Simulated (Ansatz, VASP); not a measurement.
**Two plane-wave programs on In2As2H**

The input INCAR:

```
PREC = Accurate
ENCUT = 520
EDIFF = 1E-7
ISMEAR = 0
SIGMA = 0.1
LREAL = False
LASPH = True
NELM = 100
ALGO = Normal
ISIF = 2
LWAVE = False
LCHARG = True
LDIPOL = True
IDIPOL = 3
DIPOL = 0.5 0.5 0.338
GGA = PE
IVDW = 12
LELF = True
LVHAR = True
LVACPOTAV = True
NBANDS = 26
```

Contents of KPOINTS:

```
regular mesh
0
Gamma
  6 6 1
```

POSCAR

```
In2As2H
1.0
    4.3220706691      0.0000000000      0.0000000000
   -2.1610353346      3.7430229964      0.0000000000
    0.0000000000      0.0000000000     21.7386927198
As In H
2 2 1
Direct
    0.0000000000      0.0000000000      0.1840037049
    0.3333333333      0.6666666667      0.3557112058
    0.3333333333      0.6666666667      0.2245875152
    0.6666666667      0.3333333333      0.3881876812
    0.6666666667      0.5555555556      0.5399907378
```

Input for Ansatz:

```yaml
crystal:
  lattice:
    - [4.3220706691, 0.0, 0.0]
    - [-2.1610353346, 3.7430229964, 0.0]
    - [0.0, 0.0, 21.7386927198]
  atoms:
    - { symbol: As, position: [0.0, 0.0, 0.1840037049] }
    - { symbol: In, position: [0.3333333333, 0.6666666667, 0.2245875152] }
    - { symbol: As, position: [0.3333333333, 0.6666666667, 0.3557112058] }
    - { symbol: In, position: [0.6666666667, 0.3333333333, 0.3881876812] }
    - { symbol: H, position: [0.6666666667, 0.5555555556, 0.5399907378] }
basis:
  ecutwfc: 420
kpoints:
  mp_grid: { grid: [6, 6, 1] }
hamiltonian:
  xc: pbe
  pseudopotentials: { kind: paw, azcp: { folder: soft_1 } }
  dispersion: d3bj
scf:
  occupations: { method: gaussian, width: 0.1 }
output:
  forces: true
  eigenvalues: true
efield:
  axis: 3
  dipole_correction: true
  ramp_width: 0.04
```

Alike in both runs: task single point; functional PBE; dispersion D3(BJ); k mesh 6 × 6 × 1; occupations gaussian, width 0.1 eV; no spin polarisation.

|  | VASP | Ansatz |
| --- | --- | --- |
| version | VASP 6.6.1 | Ansatz 0.2.0 |
| potentials or method | VASP PAW PBE potentials, release 64 (As, In_d, H), cutoff 520 eV | scalar-relativistic, plane waves, PAW |
| valence electrons in the cell | 37 | 57 |

VASP gave:

- gap on the k mesh at the Fermi level (eV): none
- rms of the force components (eV/Å): 0.238
- work function, face that differs most (eV): 5.65

Task: Estimate Ansatz's values.

Result: gap on the k mesh at the Fermi level (eV): none; rms of the force components (eV/Å): 0.236; work function, face that differs most (eV): 5.66.

A gap of «none» marks a metal or a gap that the smearing closes. VASP's potentials hold 37 valence electrons a cell and Ansatz's 57, so a difference there can come from the potentials and not from the codes.
